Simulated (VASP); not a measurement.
# Fe (P6_3/mmc) in VASP: notebook

Fe is run at these levels: PBEsol; tasks: single point.

All numbers are computed with VASP 6.6.1; they aren't measurements. Logs are shortened: lines on timing, memory, paths and dates and some standing lists are left out, and cuts for length are marked.

### 1 The cell of the first run

Symmetry: P6_3/mmc, No. 194, hexagonal system. The conventional cell has a = 2.434 Å, b = 2.434 Å, c = 3.688 Å, α = 90.00°, β = 90.00°, γ = 120.00°. Within 3.1 Å of Fe (site symmetry -6m2) lie 12 Fe at 2.32 to 2.43 Å.

This isn't the form of Fe at room conditions, which is bcc.

### 2 Single point, PBEsol (strain -0.0400 x Voigt [0, 0, 1, 0, 0, 0])

File INCAR:

```
SYSTEM = Fe
ALGO = Normal ; EDIFF = 1E-6
ENCUT = 520 ; GGA = PS
ISIF = 2 ; ISMEAR = 0
LASPH = .TRUE. ; LCHARG = .FALSE.
LREAL = .FALSE. ; LWAVE = .FALSE.
NBANDS = 15 ; NELM = 80
PREC = Accurate ; SIGMA = 0.15
```

File KPOINTS:

```
k-points
0
G
  24 24 12
  0 0 0
```

File POSCAR:

```
Fe
1.0
    2.4341575853      0.0000000000      0.0000000000
   -1.2170787927      2.1080423057      0.0000000000
    0.0000000000      0.0000000000      3.6882570912
Fe
2
Direct
    0.3333333333      0.6666666667      0.2500000000
    0.6666666667      0.3333333333      0.7500000000
```

Potentials or basis: VASP PAW PBE potentials, release 64 (Fe).

Command:

```console
cat potpaw_PBE.64/Fe/POTCAR > POTCAR
mpirun -np 1 vasp_std > vasp.out
```

OUTCAR:

```text
SYSTEM = Fe
   EDIFF = 1E-6
   ENCUT = 520
   GGA = PS
   ISIF = 2
   ISMEAR = 0
   LASPH = .TRUE.
   LREAL = .FALSE.
   NELM = 80
   PREC = Accurate

 ion  position               nearest neighbor table
   1  0.333  0.667  0.250-   2 2.32   2 2.32   2 2.32   2 2.32   2 2.32   2 2.32
   2  0.667  0.333  0.750-   1 2.32   1 2.32   1 2.32   1 2.32   1 2.32   1 2.32

  LATTYP: Found a hexagonal cell.
 ALAT       =     2.4341575853
 C/A-ratio  =     1.5152088400

  Lattice vectors:

 A1 = (   2.4341575853,   0.0000000000,   0.0000000000)
 A2 = (  -1.2170787927,   2.1080423057,   0.0000000000)
 A3 = (   0.0000000000,   0.0000000000,   3.6882570912)

Analysis of symmetry for initial positions (statically):
=====================================================================
 Subroutine PRICEL returns:
 Original cell was already a primitive cell.

 Routine SETGRP: Setting up the symmetry group for a
 hexagonal supercell.

 Subroutine GETGRP returns: Found 24 space group operations
 (whereof 12 operations were pure point group operations)
 out of a pool of 24 trial point group operations.

The static configuration has the point symmetry D_3d.
 The point group associated with its full space group is D_6h.

Analysis of symmetry for dynamics (positions and initial velocities):
=====================================================================
 Subroutine PRICEL returns:
 Original cell was already a primitive cell.

 Routine SETGRP: Setting up the symmetry group for a
 hexagonal supercell.

 Subroutine GETGRP returns: Found 24 space group operations
 (whereof 12 operations were pure point group operations)
 out of a pool of 24 trial point group operations.

The dynamic configuration has the point symmetry D_3d.
 The point group associated with its full space group is D_6h.

 Subroutine INISYM returns: Found 24 space group operations
 (whereof 12 operations are pure point group operations),
 and found     1 'primitive' translations

----------------------------------------------------------------------------------------

                                     Primitive cell

  volume of cell :      18.9256

  direct lattice vectors                    reciprocal lattice vectors
     2.434157585  0.000000000  0.000000000     0.410819746  0.237186891  0.000000000
    -1.217078793  2.108042306  0.000000000     0.000000000  0.474373781  0.000000000
     0.000000000  0.000000000  3.688257091     0.000000000  0.000000000  0.271130774

  length of vectors
[... 87 lines left out ...]
   NFREE  =      0    steps in history (QN), initial steepest desc. (CG)
   ISIF   =      2    stress and relaxation
   ISYM   =      2    0-nonsym 1-usesym 2-fastsym
   POTIM  = 0.5000    time-step for ionic-motion
   TEBEG  =    0.0;   TEEND  =   0.0 temperature during run
   PSTRESS=    0.0 pullay stress
   NELECT =      16.0000    total number of electrons
   NUPDOWN=      -1.0000    fix difference up-down
   EMIN   =  10.00;   EMAX   =-10.00  energy-range for DOS
   EFERMI =   0.00;   METHOD = LEGACY
   ISMEAR =     0;   SIGMA  =   0.15  broadening in eV -4-tet -1-fermi 0-gaus
   EFERMI_NEDOS =   21; number of points for ismear=-14 and -15
   IALGO  =     38    algorithm
   IMIX   =      4    mixing-type and parameters
     AMIX     =   0.40;   BMIX     =  1.00
     AMIX_MAG =   1.60;   BMIX_MAG =  1.00
  volume/ion in A,a.u.               =       9.46        63.86
  Fermi-wavevector in a.u.,A,eV,Ry     =   1.547979  2.925256 32.602815  2.396239
  Thomas-Fermi vector in A             =   2.652995
   LORBIT       =      0    0 simple, 1 ext, 2 COOP (PROOUT), +10 PAW based schemes
   GGA     = PS    functional components
   LHFCALC =     F    Hartree Fock is set to
   AEXX    =    0.0000 exact exchange contribution
   IVDW    =     0    specifies the selected vdW correction
   LEPSILON=     F    determine dielectric tensor
   LRPA    =     F    only Hartree local field effects (RPA)
 non-spin polarized calculation
 Gauss-broadening in eV      SIGMA  =   0.15
  energy-cutoff  :      520.00
  volume of cell :       18.93
 maximum number of plane-waves:       524
   NGX =  9   NGY =  9   NGZ = 13

 number of electron      16.0000021 magnetization

 Free energy of the ion-electron system (eV)
  ---------------------------------------------------
  ext. energy  EPLUGINS =         0.00000000
  ---------------------------------------------------
  free energy    TOTEN  =       -17.82068899 eV

  energy without entropy =      -17.79573214  energy(sigma->0) =      -17.80821057

 E-fermi :   7.6220     XC(G=0): -14.3879

 val. band max:        7.6149989638   @ k =   0.4167   0.0417   0.3333
 cond. band min:       7.6240725815   @ k =   0.1667   0.1250   0.1667
 fundamental gap:      0.0090736177
 Fermi energy:         7.6220355170

 k-point     1 :       0.0000    0.0000    0.0000
  band No.  band energies     occupation
      1      -1.7709      2.00000
      2       2.1760      2.00000
      3       5.7266      2.00000
      4       5.7266      2.00000
      5       6.2103      2.00000
      6       6.3327      2.00000
      7       6.3327      2.00000
      8       6.4515      2.00000
      9       6.4515      2.00000
     10       8.4267      0.00000
     11       8.4267      0.00000
     12       8.7687      0.00000
     13      17.7947      0.00000
     14      29.5366      0.00000
[... 401 lines left out ...]
      2       2.7783      2.00000
      3       3.0614      2.00000
      4       5.1381      2.00000
      5       5.2029      2.00000
      6       6.1018      2.00000
      7       6.6134      2.00000
      8       8.3903      0.00000
      9       8.6570      0.00000
     10       8.9362      0.00000
     11      10.3966      0.00000
     12      12.9306      0.00000
     13      19.9266      0.00000
     14      20.5919      0.00000
     15      22.9322      0.00000

 [... further k-points ...]
[... 5 lines left out ...]
  --------------------------------------------------------------------------------------
  -------------------------------------------------------------------------------------
  Total        0.6919678      0.6919678      3.3498843     -0.0000000      0.0000000      0.0000000
  in kB       58.5797160     58.5797160    283.5901797     -0.0000000      0.0000000      0.0000000
  external PRESSURE =     133.5832039 kB  Pullay stress =       0.0000000 kB

 VOLUME and BASIS-vectors are now :
 -----------------------------------------------------------------------------
  energy-cutoff  :      520.00
  volume of cell :       18.93
      direct lattice vectors                 reciprocal lattice vectors
     2.434157585  0.000000000  0.000000000     0.410819746  0.237186891  0.000000000
    -1.217078793  2.108042306  0.000000000     0.000000000  0.474373781  0.000000000
     0.000000000  0.000000000  3.688257091     0.000000000  0.000000000  0.271130774

 POSITION                                       TOTAL-FORCE (eV/Angst)
 -----------------------------------------------------------------------------------
     -0.00000      1.40536      0.92206         0.000000     -0.000000      0.000000
      1.21708      0.70268      2.76619        -0.000000      0.000000      0.000000
 -----------------------------------------------------------------------------------
    total drift:                                0.000000     -0.000000     -0.000000

  FREE ENERGIE OF THE ION-ELECTRON SYSTEM (eV)
  ---------------------------------------------------
  free  energy   TOTEN  =       -17.8206889939 eV

  energy  without entropy=      -17.7957321445  energy(sigma->0) =      -17.80821057
```

OSZICAR:

```text
N       E                     dE             d eps       ncg     rms          rms(c)
DAV:   1     0.741716134166E+02    0.74172E+02   -0.72834E+03 13154   0.146E+03
DAV:   2    -0.192084985359E+02   -0.93380E+02   -0.83228E+02 12810   0.245E+02
DAV:   3    -0.211734470496E+02   -0.19649E+01   -0.18939E+01 15708   0.517E+01
DAV:   4    -0.211853201466E+02   -0.11873E-01   -0.11872E-01 15015   0.344E+00
DAV:   5    -0.211854703331E+02   -0.15019E-03   -0.15019E-03 15673   0.382E-01    0.199E+01
DAV:   6    -0.180113425034E+02    0.31741E+01   -0.11868E+01 14231   0.751E+01    0.179E+00
DAV:   7    -0.178652737397E+02    0.14607E+00   -0.67213E-01 15148   0.160E+01    0.112E+00
DAV:   8    -0.178340238514E+02    0.31250E-01   -0.38577E-03 19152   0.948E-01    0.549E-01
DAV:   9    -0.178206670171E+02    0.13357E-01   -0.23591E-03 18777   0.586E-01    0.624E-02
DAV:  10    -0.178206981244E+02   -0.31107E-04   -0.15942E-04 15930   0.214E-01    0.344E-02
DAV:  11    -0.178206890765E+02    0.90480E-05   -0.10446E-05 16526   0.728E-02    0.304E-03
DAV:  12    -0.178206889939E+02    0.82531E-07   -0.47701E-07  8179   0.116E-02
   1 F= -.17820689E+02 E0= -.17808211E+02  d E =-.249568E-01
```

stdout:

```text
POSCAR found type information on POSCAR Fe
 POSCAR found :  1 types and       2 ions
 scaLAPACK will be used
 -----------------------------------------------------------------------------
|                                                                             |
|                                                                             |
|     You enforced a specific xc type in the INCAR file but a different       |
|     I HOPE YOU KNOW WHAT YOU ARE DOING!                                     |
|                                                                             |
 -----------------------------------------------------------------------------

 LDA part: xc-table for (Slater+PW92), standard interpolation
 POSCAR, INCAR and KPOINTS ok, starting setup
 FFT: planning ... GRIDC
 FFT: planning ... GRID_SOFT
 FFT: planning ... GRID
 WAVECAR not read
 entering main loop
```

Wall time 55 s (1 thread of Intel Xeon Platinum 8488C (Sapphire Rapids), shared host); peak memory 0.21 GiB.

Results:

| Item | Value |
| --- | --- |
| Free energy | -17.8207 eV |
| Pressure | 13.4 GPa |
| Band gap on the k mesh | zero (bands 8 and 9 overlap by 2.12 eV) |

Stress tensor (GPa, compression positive):
```
 5.86  0.00  0.00
 0.00  5.86  0.00
 0.00  0.00 28.36
```

Caveat: the cell differs from its parent crystal (strain -0.0400 x Voigt [0, 0, 1, 0, 0, 0]); the cell stands under pressure; the PAW data sets were made with another functional, which shifts forces and pressure a little; the run has no spin polarisation, though such a crystal can be magnetic.

### 3 Single point, PBEsol (strain -0.0200 x Voigt [0, 0, 1, 0, 0, 0])

File INCAR:

```
PREC = Accurate ; ENCUT = 520
EDIFF = 1E-7 ; ISMEAR = 0
SIGMA = 0.15 ; LREAL = F
LASPH = T ; NELM = 100
ALGO = Normal ; ISIF = 2
LWAVE = F ; LCHARG = F
GGA = PS ; NBANDS = 15
```

File KPOINTS:

```
Automatic mesh
0
Gamma
  24 24 12
```

POSCAR: that of step 2 with these lines changed.

```diff
@@ -4,3 +4,3 @@
    -1.2170787927      2.1080423057      0.0000000000
-    0.0000000000      0.0000000000      3.6882570912
+    0.0000000000      0.0000000000      3.7650957806
 Fe
```

Potentials or basis: VASP PAW PBE potentials, release 64 (Fe).

Command:

```console
cat potpaw_PBE.64/Fe/POTCAR > POTCAR
mpirun -np 1 vasp_std > vasp.out
```

It took 68 s on 1 thread of Intel Xeon Platinum 8488C (Sapphire Rapids), shared host; peak memory 0.22 GiB.

The run converged. Its results:

```
Free energy            : -17.8706 eV
Pressure               : 5.2 GPa
Band gap on the k mesh : zero (bands 8 and 9 overlap by 2.07 eV)
```

Stress tensor (GPa, compression positive):
```
 1.57  0.00  0.00
 0.00  1.57  0.00
 0.00  0.00 12.53
```

Levels at points of the mesh, in eV from the Fermi level:
| k point | band 5 | band 6 | band 7 | band 8 | band 9 | band 10 | band 11 | band 12 |
| --- | --- | --- | --- | --- | --- | --- | --- | --- |
| (0.00, 0.00, 0.00) | -1.51 | -1.27 | -1.27 | -1.03 | -1.03 | 0.78 | 0.78 | 0.83 |
| (0.50, 0.00, 0.00) | -2.24 | -1.55 | -1.06 | 0.81 | 1.09 | 1.23 | 2.81 | 5.05 |
| (0.00, 0.00, 0.50) | -1.98 | -1.98 | -1.98 | -1.98 | 0.37 | 0.37 | 0.37 | 0.37 |
| (0.50, 0.00, 0.50) | -0.76 | -0.76 | 0.09 | 0.09 | 0.98 | 0.98 | 2.59 | 2.59 |

Caveat: the cell differs from its parent crystal (strain -0.0200 x Voigt [0, 0, 1, 0, 0, 0]); the cell stands under pressure; the PAW data sets were made with another functional, which shifts forces and pressure a little; the run has no spin polarisation, though such a crystal can be magnetic.

[end of part 1 of 2]
